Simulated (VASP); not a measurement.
# H11C2NO4 in VASP: notebook

The runs below take H11C2NO4 through single point, with LDA.

All numbers are computed with VASP 6.6.1; they aren't measurements. Logs are shortened: lines on timing, memory, paths and dates and some standing lists are left out, and cuts for length are marked.

### Step 1. The cell of the first run

The cell holds a disordered packing, 18 atoms: a = 5.915 Å, b = 5.915 Å, c = 5.915 Å, α = 90.00°, β = 90.00°, γ = 90.00°.

### Step 2. Single point, LDA

Input file INCAR:

```
SYSTEM = H11C2NO4
PREC = Accurate
ENCUT = 520
EDIFF = 1E-6
ISMEAR = -1
SIGMA = 0.02
LREAL = Auto
LASPH = .TRUE.
NELM = 80
ALGO = Normal
ISIF = 2
LWAVE = .FALSE.
LCHARG = .FALSE.
NBANDS = 39
```

Input file KPOINTS:

```
regular mesh
0
G
  1 1 1
  0 0 0
```

Input file POSCAR:

```
H11C2NO4
1.0
    5.9154820000      0.0000000000      0.0000000000
    0.0000000000      5.9154820000      0.0000000000
    0.0000000000      0.0000000000      5.9154820000
O H C N
4 11 2 1
Direct
    0.3817271357      0.1812193833      0.1678815015
    0.6147089958      0.8043300614      0.1857329631
    0.5552041237      0.9960473212      0.8005433877
    0.2841695740      0.7883381270      0.5044728392
    0.4540627459      0.3266513194      0.1875924903
    0.4171257727      0.1187223628      0.0183755102
    0.5987846806      0.9689827473      0.2048184746
    0.7203301438      0.7413258970      0.3095943830
    0.4482982114      0.9285295771      0.6922850919
    0.6260859217      0.8762261469      0.8944664188
    0.3646532945      0.8118357895      0.3644335322
    0.1188406963      0.7666830869      0.5013285477
    0.1771284233      0.2073541936      0.6078118402
    0.0660639319      0.2560230933      0.9063166788
   -0.1056211480      0.0945485085      0.7226968149
    0.0280957663      0.2322549540      0.7206851445
   -0.0714396561      0.4192726814      0.6140666137
   -0.1617619663      0.5626760423      0.5126547592
```

Potentials or basis: VASP PAW LDA potentials, release 64 (O, H, C, N).

On the command line:

```sh
$ cat potpaw_LDA.64/O/POTCAR potpaw_LDA.64/H/POTCAR potpaw_LDA.64/C/POTCAR potpaw_LDA.64/N/POTCAR > POTCAR
$ mpirun -np 1 vasp_gam > vasp.out
```

OUTCAR:

```text
SYSTEM = H11C2NO4
   PREC = Accurate
   ENCUT = 520
   EDIFF = 1E-6
   ISMEAR = -1
   LREAL = Auto
   LASPH = .TRUE.
   NELM = 80
   ISIF = 2

 ion  position               nearest neighbor table
   1  0.382  0.181  0.168-   5 0.97   6 0.98
   2  0.615  0.804  0.186-   7 0.99   8 1.03
   3  0.555  0.996  0.801-   9 0.98  10 0.99
   4  0.284  0.788  0.504-  11 0.97  12 0.99
   5  0.454  0.327  0.188-   1 0.97
   6  0.417  0.119  0.018-   1 0.98
   7  0.599  0.969  0.205-   2 0.99
   8  0.720  0.741  0.310-   2 1.03
   9  0.448  0.929  0.692-   3 0.98
  10  0.626  0.876  0.894-   3 0.99
  11  0.365  0.812  0.364-   4 0.97
  12  0.119  0.767  0.501-   4 0.99
  13  0.177  0.207  0.608-  16 1.12
  14  0.066  0.256  0.906-  16 1.13
  15  0.894  0.095  0.723-  16 1.14
  16  0.028  0.232  0.721-  13 1.12  14 1.13  15 1.14  17 1.40
  17  0.929  0.419  0.614-  18 1.17  16 1.40
  18  0.838  0.563  0.513-  17 1.17

  LATTYP: Found a simple cubic cell.
 ALAT       =     5.9154820000

  Lattice vectors:

 A1 = (   5.9154820000,   0.0000000000,   0.0000000000)
 A2 = (   0.0000000000,   5.9154820000,   0.0000000000)
 A3 = (   0.0000000000,   0.0000000000,   5.9154820000)

Analysis of symmetry for initial positions (statically):
=====================================================================
 Subroutine PRICEL returns:
 Original cell was already a primitive cell.

 Routine SETGRP: Setting up the symmetry group for a
 simple cubic supercell.

 Subroutine GETGRP returns: Found  1 space group operations
 (whereof  1 operations were pure point group operations)
 out of a pool of 48 trial point group operations.

The static configuration has the point symmetry C_1 .

Analysis of symmetry for dynamics (positions and initial velocities):
=====================================================================
 Subroutine PRICEL returns:
 Original cell was already a primitive cell.

 Routine SETGRP: Setting up the symmetry group for a
 simple cubic supercell.

 Subroutine GETGRP returns: Found  1 space group operations
 (whereof  1 operations were pure point group operations)
 out of a pool of 48 trial point group operations.

The dynamic configuration has the point symmetry C_1 .

 Subroutine INISYM returns: Found  1 space group operations
 (whereof  1 operations are pure point group operations),
 and found     1 'primitive' translations

----------------------------------------------------------------------------------------

                                     Primitive cell

  volume of cell :     207.0000

  direct lattice vectors                    reciprocal lattice vectors
     5.915482000  0.000000000  0.000000000     0.169047932  0.000000000  0.000000000
     0.000000000  5.915482000  0.000000000     0.000000000  0.169047932  0.000000000
     0.000000000  0.000000000  5.915482000     0.000000000  0.000000000  0.169047932

  length of vectors
     5.915482000  5.915482000  5.915482000     0.169047932  0.169047932  0.169047932

  position of ions in fractional coordinates (direct lattice)
     0.381727136  0.181219383  0.167881501
     0.614708996  0.804330061  0.185732963
     0.555204124  0.996047321  0.800543388
     0.284169574  0.788338127  0.504472839
     0.454062746  0.326651319  0.187592490
     0.417125773  0.118722363  0.018375510
[... 10 lines left out ...]
     0.928560344  0.419272681  0.614066614
     0.838238034  0.562676042  0.512654759

  ion indices of the primitive-cell ions
   primitive index   ion index
                 1           1
                 2           2
                 3           3
                 4           4
                 5           5
                 6           6
[... 10 lines left out ...]
                17          17
                18          18

----------------------------------------------------------------------------------------

 KPOINTS: regular mesh

Automatic generation of k-mesh.
 Grid dimensions read from file:
 generate k-points for:    1    1    1

 Generating k-lattice:

  Cartesian coordinates                     Fractional coordinates (reciprocal lattice)
     0.169047932  0.000000000  0.000000000     1.000000000  0.000000000  0.000000000
     0.000000000  0.169047932  0.000000000     0.000000000  1.000000000  0.000000000
     0.000000000  0.000000000  0.169047932     0.000000000  0.000000000  1.000000000

  Length of vectors
     0.169047932  0.169047932  0.169047932

  Shift w.r.t. Gamma in fractional coordinates (k-lattice)
     0.000000000  0.000000000  0.000000000

 Subroutine IBZKPT returns following result:
 ===========================================

 Found      1 irreducible k-points:

 Following reciprocal coordinates:
            Coordinates               Weight
  0.000000  0.000000  0.000000      1.000000
   k-points           NKPTS =      1   k-points in BZ     NKDIM =      1   number of bands    NBANDS=     39
   number of dos      NEDOS =    301   number of ions     NIONS =     18
   total plane-waves  NPLWV = 110592
   dimension x,y,z NGX =    48 NGY =   48 NGZ =   48
   dimension x,y,z NGXF=    96 NGYF=   96 NGZF=   96
   ions per type =               4  11   2   1
   NGX,Y,Z   is equivalent  to a cutoff of  13.49, 13.49, 13.49 a.u.
   NGXF,Y,Z  is equivalent  to a cutoff of  26.98, 26.98, 26.98 a.u.
 SYSTEM =  H11C2NO4
   PREC   = accura    normal or accurate (medium, high low for compatibility)
   ISTART =      0    job   : 0-new  1-cont  2-samecut
   ICHARG =      2    charge: 1-file 2-atom 10-const
   ISPIN  =      1    spin polarized calculation?
   LNONCOLLINEAR =      F non collinear calculations
   LSORBIT =      F    spin-orbit coupling
   LASPH  =      T    aspherical Exc in radial PAW
   ENCUT  =  520.0 eV  38.22 Ry    6.18 a.u.  11.00 11.00 11.00*2*pi/ulx,y,z
   NELM   =     80;   NELMIN=  2; NELMDL= -5     # of ELM steps
   EDIFF  = 0.1E-05   stopping-criterion for ELM
   LREAL  =      T    real-space projection
   EDIFFG = 0.1E-04   stopping-criterion for IOM
   NSW    =      0    number of steps for IOM
   IBRION =     -1    ionic relax: 0-MD 1-quasi-New 2-CG
   NFREE  =      0    steps in history (QN), initial steepest desc. (CG)
   ISIF   =      2    stress and relaxation
   ISYM   =      2    0-nonsym 1-usesym 2-fastsym
   POTIM  = 0.5000    time-step for ionic-motion
   TEBEG  =    0.0;   TEEND  =   0.0 temperature during run
   PSTRESS=    0.0 pullay stress
   NELECT =      48.0000    total number of electrons
   NUPDOWN=      -1.0000    fix difference up-down
   EMIN   =  10.00;   EMAX   =-10.00  energy-range for DOS
   EFERMI =   0.00;   METHOD = LEGACY
   ISMEAR =    -1;   SIGMA  =   0.02  broadening in eV -4-tet -1-fermi 0-gaus
   EFERMI_NEDOS =   21; number of points for ismear=-14 and -15
   IALGO  =     38    algorithm
   IMIX   =      4    mixing-type and parameters
     AMIX     =   0.40;   BMIX     =  1.00
     AMIX_MAG =   1.60;   BMIX_MAG =  1.00
  volume/ion in A,a.u.               =      11.50        77.61
  Fermi-wavevector in a.u.,A,eV,Ry     =   1.005769  1.900629 13.763275  1.011572
  Thomas-Fermi vector in A             =   2.138470
   LORBIT       =      0    0 simple, 1 ext, 2 COOP (PROOUT), +10 PAW based schemes
   GGA     = CA    functional components
   LHFCALC =     F    Hartree Fock is set to
   AEXX    =    0.0000 exact exchange contribution
   IVDW    =     0    specifies the selected vdW correction
   LEPSILON=     F    determine dielectric tensor
   LRPA    =     F    only Hartree local field effects (RPA)
 non-spin polarized calculation
  energy-cutoff  :      520.00
  volume of cell :      207.00
 maximum number of plane-waves:      2749
 NGX is ok and might be reduce to    42
   NGX = 21   NGY = 21   NGZ = 21

 number of electron      48.0000004 magnetization

 Free energy of the ion-electron system (eV)
  ---------------------------------------------------
  ext. energy  EPLUGINS =         0.00000000
  ---------------------------------------------------
  free energy    TOTEN  =      -100.91114045 eV

  energy without entropy =     -100.91114045  energy(sigma->0) =     -100.91114045

 E-fermi :  -3.4752     XC(G=0):  -6.9883

 val. band max:       -4.0107730013   @ k =   0.0000   0.0000   0.0000
 cond. band min:       1.0292555853   @ k =   0.0000   0.0000   0.0000
 fundamental gap:      5.0400285867
 Fermi energy:        -3.4751960334

 k-point     1 :       0.0000    0.0000    0.0000
  band No.  band energies     occupation
      1     -22.3493      2.00000
      2     -21.6898      2.00000
      3     -21.3384      2.00000
      4     -21.2676      2.00000
      5     -20.0732      2.00000
      6     -16.2733      2.00000
[... 28 lines left out ...]
     35       6.7670      0.00000
     36       7.1582      0.00000
 [bands above 36 left out]

------------------------ aborting loop because EDIFF is reached ----------------------------------------

  FORCE on cell =-STRESS in cart. coord.  units (eV):
  Direction    XX          YY          ZZ          XY          YZ          ZX
  --------------------------------------------------------------------------------------
  -------------------------------------------------------------------------------------
  Total       -2.2076511      0.0986026     -0.5767874     -0.7297169      0.6343127     -0.2049377
  in kB      -17.0871884      0.7631827     -4.4643265     -5.6479989      4.9095716     -1.5862149
  external PRESSURE =      -6.9294440 kB  Pullay stress =       0.0000000 kB

 VOLUME and BASIS-vectors are now :
 -----------------------------------------------------------------------------
  energy-cutoff  :      520.00
  volume of cell :      207.00
      direct lattice vectors                 reciprocal lattice vectors
     5.915482000  0.000000000  0.000000000     0.169047932  0.000000000  0.000000000
     0.000000000  5.915482000  0.000000000     0.000000000  0.169047932  0.000000000
     0.000000000  0.000000000  5.915482000     0.000000000  0.000000000  0.169047932

 POSITION                                       TOTAL-FORCE (eV/Angst)
 -----------------------------------------------------------------------------------
      2.25810      1.07200      0.99310        -0.577296     -0.001120      1.246272
      3.63630      4.75800      1.09870         1.081244     -0.965535      0.931571
      3.28430      5.89210      4.73560         0.537941      0.705697      0.354567
      1.68100      4.66340      2.98420        -0.427084     -0.062788      1.988443
      2.68600      1.93230      1.10970         0.120193      0.452249     -0.197262
      2.46750      0.70230      0.10870         0.487722     -0.031190     -1.321536
[... 10 lines left out ...]
      5.49288      2.48020      3.63250        -1.293007      1.113426     -0.343569
      4.95858      3.32850      3.03260         0.596288     -0.272104      0.390015
 -----------------------------------------------------------------------------------
    total drift:                                0.000041      0.003823     -0.001434

  FREE ENERGIE OF THE ION-ELECTRON SYSTEM (eV)
  ---------------------------------------------------
  free  energy   TOTEN  =      -100.9111404515 eV

  energy  without entropy=     -100.9111404514  energy(sigma->0) =     -100.91114045
```

Run time: 35 s. Hardware: 1 thread of Intel Xeon 8259CL, shared host; peak memory 0.24 GiB.

What came out:

- Free energy: -100.9111 eV
- Pressure: -0.7 GPa
- Largest force: 2.035 eV/Å

Forces on the atoms (eV/Å):
```
O   -0.577 -0.001  1.246
O    1.081 -0.966  0.932
O    0.538  0.706  0.355
O   -0.427 -0.063  1.988
H    0.120  0.452 -0.197
H    0.488 -0.031 -1.322
H   -0.207  0.363  0.309
H   -0.786  0.211 -0.765
H   -0.512 -0.727 -0.529
H   -0.395 -0.143  0.005
H    0.186 -0.073 -1.408
H    0.466  0.030 -0.516
H    0.149 -0.769  0.600
H    0.310  0.209 -0.752
H    0.471  0.122 -0.416
C   -0.208 -0.162  0.424
C   -1.293  1.113 -0.344
N    0.596 -0.272  0.390
```

Stress tensor (GPa, compression positive):
```
-1.71 -0.56 -0.16
-0.56  0.08  0.49
-0.16  0.49 -0.45
```

Caveat: the k points lie up to 1.06 Å⁻¹ apart, too coarse for converged energies, forces and pressures.

### Step 3. Single point, LDA

Input file INCAR:

```
  ALGO = Normal
  EDIFF = 1E-6
  ENCUT = 520
  GGA = CA
  ISIF = 2
  ISMEAR = -1
  LASPH = True
  LCHARG = False
  LREAL = Auto
  LWAVE = False
  NBANDS = 39
  NELM = 80
  PREC = Accurate
  SIGMA = 0.02
```

Input file KPOINTS:

```
k-points
0
Gamma
  1 1 1
```

Input file POSCAR:

```
H11C2NO4
1.0
    5.9154820000      0.0000000000      0.0000000000
    0.0000000000      5.9154820000      0.0000000000
    0.0000000000      0.0000000000      5.9154820000
O H C N
4 11 2 1
Direct
    0.3828935664      0.1870346322      0.1018682839
    0.6256802066      0.7920571815      0.1953179809
    0.5294412188      0.9824220579      0.7623723646
    0.2822931420      0.7936969464      0.4832066094
    0.4614501405      0.3334301414      0.1066692452
    0.4396091477      0.1048097180     -0.0491929483
    0.5985142039      0.9552729600      0.2091799113
    0.6972720059      0.7245901517      0.3237436949
    0.4086733761      0.9018876230      0.6706807662
    0.5950149117      0.8641730293      0.8633446945
    0.3960624003      0.7688807100      0.3526847009
    0.1272930929      0.7547821124      0.4650001471
    0.1585838652      0.1887251115      0.5609348486
    0.1095599649      0.2474692679      0.8717125671
   -0.0767139516      0.0749389483      0.6985398654
    0.0256952857      0.2290768529      0.6958350985
   -0.0894601657      0.4246991200      0.6237868698
   -0.1843298653      0.5800372649      0.5621858033
```

Potentials or basis: VASP PAW LDA potentials, release 64 (O, H, C, N).

On the command line:

```sh
$ cat potpaw_LDA.64/O/POTCAR potpaw_LDA.64/H/POTCAR potpaw_LDA.64/C/POTCAR potpaw_LDA.64/N/POTCAR > POTCAR
$ mpirun -np 1 vasp_gam > vasp.out
```

Run time: 40 s. Hardware: 1 thread of Intel Xeon 8259CL, shared host; peak memory 0.24 GiB.

The run converged. Its results:

| Quantity | Value |
| --- | --- |
| Free energy | -100.9635 eV |
| Pressure | 0.0 GPa |
| Largest force | 3.234 eV/Å |

Forces on the atoms (eV/Å):
```
O    0.482 -0.091 -0.243
O   -1.251  0.018 -1.726
O    0.587 -0.364  0.983
O    1.877  0.219  0.022
H   -0.205 -0.200 -0.041
H   -0.300  0.631  0.359
H   -0.154  0.596  0.243
H    1.232 -0.477  1.666
H   -0.127 -0.140 -0.475
H   -0.045  0.191 -0.408
H   -1.147  0.094  0.299
H   -1.125 -0.533 -0.501
H   -0.291  0.298  0.818
H   -0.314 -0.023 -1.099
H   -0.738 -0.174  0.038
C    1.815 -0.084  0.148
C    1.084 -2.614  1.148
N   -1.380  2.654 -1.229
```

Stress tensor (GPa, compression positive):
```
 0.58 -0.60  1.95
-0.60  0.88 -0.60
 1.95 -0.60 -1.54
```

Levels at points of the mesh, in eV from the Fermi level:
```tsv
k point	band 21	band 22	band 23	band 24	band 25	band 26	band 27	band 28
(0.00, 0.00, 0.00)	-1.42	-1.15	-0.71	-0.58	4.31	5.59	5.67	7.56
```

Caveat: the k points lie up to 1.06 Å⁻¹ apart, too coarse for converged energies, forces and pressures; the atoms stand as in a frame of molecular dynamics.

### Step 4. Single point, LDA

Input file INCAR:

```
SYSTEM = H11C2NO4
PREC = Accurate
ENCUT = 520
EDIFF = 1E-7
ISMEAR = -1
SIGMA = 0.02
LREAL = Auto
LASPH = .TRUE.
NELM = 60
ALGO = Normal
ISIF = 2
LWAVE = .FALSE.
LCHARG = .TRUE.
LELF = .TRUE.
LVHAR = .TRUE.
NBANDS = 39
```

Input file KPOINTS:

```
Automatic mesh
0
G
  1 1 1
  0 0 0
```

Input file POSCAR:

```
H11C2NO4
1.0
    5.9154820000      0.0000000000      0.0000000000
    0.0000000000      5.9154820000      0.0000000000
    0.0000000000      0.0000000000      5.9154820000
O H C N
4 11 2 1
Direct
    0.3778390332      0.1722260333      0.0830363443
    0.5884389472      0.7783304894      0.2000682277
    0.5318247947      0.9399065030      0.7395677985
    0.2314435240      0.7620004591      0.4629546671
    0.4514425029      0.3167958249      0.0883613542
    0.4409953407      0.0974899425     -0.0595724913
    0.5444019608      0.9374045936      0.2083684812
    0.7014643946      0.7408863724      0.3088505721
    0.4026383649      0.8712054233      0.6546550222
    0.6024361159      0.8209812827      0.8223336661
    0.3420177764      0.7275653953      0.3318918053
    0.0856396824      0.6908819941      0.4555165581
    0.1740855606      0.2232446992      0.5238964466
    0.1280199990      0.2175308791      0.8133234113
   -0.0704084638      0.0770520475      0.6067468382
    0.0309188668      0.2237518430      0.6486031062
   -0.0881415918      0.4204391121      0.6088261278
   -0.1831127201      0.5937808618      0.5806120279
```

On the command line:

```sh
$ cat potpaw_LDA.64/O/POTCAR potpaw_LDA.64/H/POTCAR potpaw_LDA.64/C/POTCAR potpaw_LDA.64/N/POTCAR > POTCAR
$ mpirun -np 1 vasp_gam > vasp.out
```

Run time: 45 s. Hardware: 1 thread of Intel Xeon 8259CL, shared host; peak memory 0.25 GiB.

The run converged. Its results:

```yaml
Free_energy: -100.8855 eV
Pressure: 0.3 GPa
Largest_force: 3.159 eV/Å
```

Forces in eV/Å, atoms in the order of the input:
```
O   -0.149 -0.733 -0.178
O   -1.077 -0.706 -1.417
O   -0.758  1.650 -0.265
O    1.996  0.435 -0.551
H    0.329  0.900  0.165
H   -0.054 -0.286 -0.214
H   -0.126  0.899 -0.011
H    0.937 -0.265  1.408
H   -0.198 -0.263 -0.350
H    0.665 -1.053  0.667
H   -0.685  0.231  0.815
H   -0.666 -0.333 -0.120
H   -0.198 -0.158 -0.064
H   -0.827 -0.048 -0.154
H   -0.428 -0.885  0.285
C    2.125 -0.257 -0.099
C   -1.552  2.743  0.215
N    0.666 -1.871 -0.132
```

Stress tensor (GPa, compression positive):
```
 0.35  0.46  0.78
 0.46  1.21 -0.57
 0.78 -0.57 -0.66
```

Levels at points of the mesh, in eV from the Fermi level:
| k point | band 21 | band 22 | band 23 | band 24 | band 25 | band 26 | band 27 | band 28 |
| --- | --- | --- | --- | --- | --- | --- | --- | --- |
| (0.00, 0.00, 0.00) | -1.14 | -0.94 | -0.70 | -0.55 | 4.40 | 5.23 | 5.58 | 7.86 |

Caveat: the k points lie up to 1.06 Å⁻¹ apart, too coarse for converged energies, forces and pressures; the atoms stand as in a frame of molecular dynamics.

[end of part 1 of 2]
